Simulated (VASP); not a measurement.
The system is Co.

```
CELL_PARAMETERS angstrom
2.48737 0.00000 0.00000
-1.24368 2.15412 0.00000
0.00000 0.00000 4.06329
ATOMIC_POSITIONS crystal
Co 0.66667 0.33333 0.25986
Co 0.33333 0.66667 0.74014
```

Base run:

```yaml
Program: VASP 6.6.1
Functional: BLYP
Potentials_or_basis: VASP PAW PBE potentials, release 64 (Co)
Cutoff: 520 eV
k_mesh: 14 × 14 × 8
Occupations: fermi-dirac, width 0.1 eV
Spin: collinear spin, ferromagnetic start
Starting_moments: "[1.8, 1.8] μB"
```

Its results: pressure 9.1 GPa; net moment 3.12 μB per cell; site moments Co +1.57 μB; largest force 0.555 eV/Å.

Q: The run is repeated on the same cell with these changes: functional from BLYP to PBEsol; further incar settings from ALGO = Normal; EDIFF = 1e-07; NBANDS = 20 to ALGO = Normal; EDIFF = 1e-06; NBANDS = 20. What comes out?

A: Pressure -10.3 GPa; net moment 3.19 μB per cell; site moments Co +1.61 μB; largest force 0.462 eV/Å.

Caveats: the PAW data sets were made with another functional, which shifts forces and pressure a little.
